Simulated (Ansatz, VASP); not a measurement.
## SrTiO3 in VASP and in Ansatz

```
Sr Ti O
1.0
    -2.73701    2.73701    3.87184
     2.73701   -2.73701    3.87184
     2.73701    2.73701   -3.87184
Sr Ti O
2 2 6
Direct
  0.75000 0.25000 0.50000
  0.25000 0.75000 0.50000
  0.00000 0.00000 0.00000
  0.50000 0.50000 0.00000
  0.25000 0.25000 0.00000
  0.75000 0.75000 0.00000
  0.72832 0.22832 0.95665
  0.22832 0.27168 0.50000
  0.27168 0.77168 0.04335
  0.77168 0.72832 0.50000
```

Change from the starting cell: volume scaled by 0.98, ions relaxed.

Alike in both runs: functional PBE; k mesh 8 × 8 × 8; occupations fermi-dirac, width 0.02 eV; no spin polarisation.

Ansatz relaxed the structure, and its values are those at the end. VASP's run is a single point on that final structure, the one shown.

|  | VASP | Ansatz |
| --- | --- | --- |
| version | VASP 6.6.1 | Ansatz 0.2.0 |
| potentials or method | VASP PAW PBE potentials, release 64 (Sr_sv, Ti_sv, O) | plane-wave PAW, scalar-relativistic |
| plane-wave cutoff (eV) | 600 | 420 |
| valence electrons in the cell | 80 | 80 |

Ansatz gave:

| Quantity | Value |
| --- | --- |
| gap on the k mesh at the Fermi level (eV) | 2.03 |
| pressure (GPa) | 9.2 |
| rms of the force components (eV/Å) | 0.009 |

Question: What did VASP give for the same quantities?

Answer: gap on the k mesh at the Fermi level (eV): 1.99; pressure (GPa): 9.7; rms of the force components (eV/Å): 0.006.

With one functional, cell and mesh, what is left measures potentials, basis and numerics. Ansatz's warnings: stress scf threshold loose.
